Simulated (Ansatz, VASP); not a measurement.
Two plane-wave programs on Al

File INCAR:

```
PREC = Accurate
ENCUT = 520
EDIFF = 1E-6
ISMEAR = 0
SIGMA = 0.15
LREAL = False
LASPH = True
NELM = 60
ALGO = Fast
ISIF = 2
LWAVE = False
LCHARG = True
GGA = PE
IVDW = 12
LELF = True
LVHAR = True
NBANDS = 14
```

File KPOINTS:

```
Automatic mesh
0
Gamma
  18 18 4
```

POSCAR

```
Al
1.0
    2.8895673394      0.0000000000      0.0000000000
   -1.4447836697      2.5024387218      0.0000000000
    0.0000000000      0.0000000000      9.2410470711
Al
4
Direct
   -0.2156748145      0.0000000000      0.0000000000
    0.3333333333      0.6666666667      0.2500000000
    0.2156748145      0.0000000000      0.5000000000
    0.6666666667      0.3333333333      0.7500000000
```

Input for Ansatz:

```yaml
crystal:
  lattice:
    - [2.8895673394, 0.0, 0.0]
    - [-1.4447836697, 2.5024387218, 0.0]
    - [0.0, 0.0, 9.2410470711]
  atoms:
    - { symbol: Al, position: [-0.2156748145, 0.0, 0.0] }
    - { symbol: Al, position: [0.3333333333, 0.6666666667, 0.25] }
    - { symbol: Al, position: [0.2156748145, 0.0, 0.5] }
    - { symbol: Al, position: [0.6666666667, 0.3333333333, 0.75] }
basis:
  ecutwfc: 420
kpoints:
  mp_grid: { grid: [18, 18, 4] }
hamiltonian:
  xc: pbe
  pseudopotentials: { kind: paw, azcp: { folder: soft_1 } }
  dispersion: d3bj
scf:
  occupations: { method: gaussian, width: 0.15 }
output:
  forces: true
  stress: true
  eigenvalues: true
  write_density: true
  write_potential: true
  elf: true
  volumetric_format: npy
```

Change from the starting cell: mode 4 frozen in at -0.607 Å, equal normal strain along x and y +0.0267.

Alike in both runs: task single point; functional PBE; dispersion D3(BJ); k mesh 18 × 18 × 4; occupations gaussian, width 0.15 eV; no spin polarisation.

|  | VASP | Ansatz |
| --- | --- | --- |
| version | VASP 6.6.1 | Ansatz 0.2.0 |
| potentials or method | VASP PAW PBE potentials, release 64 (Al), cutoff 520 eV | scalar-relativistic, plane waves, PAW |
| valence electrons in the cell | 12 | 12 |

|  | VASP | Ansatz | Ansatz less VASP |
| --- | --- | --- | --- |
| gap on the k mesh at the Fermi level (eV) | none | none | - |
| pressure (GPa) | -1.1 | -1.1 | +0.01 |
| traceless stress, the component that is largest in VASP (GPa) | 5.56 | 5.56 | 0.000 |
| rms of the force components (eV/Å) | 0.268 | 0.268 | +0.0003 |

Atom by atom the forces differ by 0.000 eV/Å (rms over components). A gap of «none» marks a metal or a gap that the smearing closes.
